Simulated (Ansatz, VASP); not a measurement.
HfO2 in VASP and in Ansatz

POSCAR

```
HfO2
1.0
    3.4693918852      0.0000000000      0.0000000000
    0.0000000000      3.4693918852      0.0000000000
    0.0000000000      0.0000000000      5.0461576747
Hf O
2 4
Direct
    0.5000000000      0.5000000000      0.5000000000
    0.0000000000      0.0000000000      0.0000000000
    0.0000000000      0.5000000000      0.7133904078
    0.5000000000      0.0000000000      0.7866095922
    0.5000000000      0.0000000000      0.2866095922
    0.0000000000      0.5000000000      0.2133904078
```

File INCAR.step1:

```
SYSTEM = HfO2
  ALGO = Normal
  EDIFF = 1E-4
  ENCUT = 520
  GGA = PE
  ISMEAR = 0
  LASPH = .True.
  LCHARG = .False.
  LREAL = .False.
  LWAVE = .True.
  NBANDS = 31
  NELM = 60
  PREC = Accurate
  SIGMA = 0.01
```

File INCAR.step2:

```
SYSTEM = HfO2
  ALGO = Normal
  EDIFF = 1E-6
  ENCUT = 520
  ISIF = 2
  ISMEAR = 0
  ISTART = 1
  LASPH = .True.
  LCHARG = .False.
  LMIXTAU = .True.
  LREAL = .False.
  LWAVE = .False.
  METAGGA = R2SCAN
  NBANDS = 31
  NELM = 60
  PREC = Accurate
  SIGMA = 0.01
```

Contents of KPOINTS:

```
k-points
0
Gamma
  8 8 6
  0 0 0
```

Input for Ansatz:

```yaml
crystal:
  lattice:
    - [3.4693918852, 0.0, 0.0]
    - [0.0, 3.4693918852, 0.0]
    - [0.0, 0.0, 5.0461576747]
  atoms:
    - { symbol: Hf, position: [0.5, 0.5, 0.5] }
    - { symbol: Hf, position: [0.0, 0.0, 0.0] }
    - { symbol: O, position: [0.0, 0.5, 0.7133904078] }
    - { symbol: O, position: [0.5, 0.0, 0.7866095922] }
    - { symbol: O, position: [0.5, 0.0, 0.2866095922] }
    - { symbol: O, position: [0.0, 0.5, 0.2133904078] }
kpoints:
  mp_grid: { grid: [8, 8, 6] }
  band_path:
    path:
      - [0.0, 0.0, 0.0]
      - [0.0, 0.5, 0.0]
      - [0.5, 0.5, 0.0]
      - [0.0, 0.0, 0.5]
      - [0.0, 0.5, 0.5]
      - [0.5, 0.5, 0.5]
    npoints: 1
hamiltonian:
  xc: r2scan
scf:
  occupations: { method: fixed }
  n_extra_bands: 5
output:
  forces: true
  stress: true
  eigenvalues: true
```

Change from the starting cell: hydrostatic strain -3.0%.

Alike in both runs: task single point; functional r2SCAN; k mesh 8 × 8 × 6; no spin polarisation.

|  | VASP | Ansatz |
| --- | --- | --- |
| version | VASP 6.6.1 | Ansatz 0.2.0 |
| potentials or method | VASP PAW PBE potentials, release 64 (Hf_pv, O) | plane waves, PAW |
| plane-wave cutoff (eV) | 520 | 500 |
| occupations | gaussian, width 0.01 eV | fixed |
| valence electrons in the cell | 44 | 76 |

Ansatz gave:

* gap on the k mesh at the Fermi level (eV): 5.10
* pressure (GPa): 23.7
* traceless stress, the component that is largest in VASP (GPa): -5.16
* rms of the force components (eV/Å): 0.000

Question: Which values does VASP return?

Answer: gap on the k mesh at the Fermi level (eV): 5.13; pressure (GPa): 19.4; traceless stress, the component that is largest in VASP (GPa): -5.20; rms of the force components (eV/Å): 0.019.

VASP's potentials were made for PBE, not for r2SCAN. Atom by atom the forces differ by 0.020 eV/Å (rms over components). VASP's potentials hold 44 valence electrons a cell and Ansatz's 76, so a difference there can come from the potentials and not from the codes.

Neither program's run includes spin-orbit coupling.
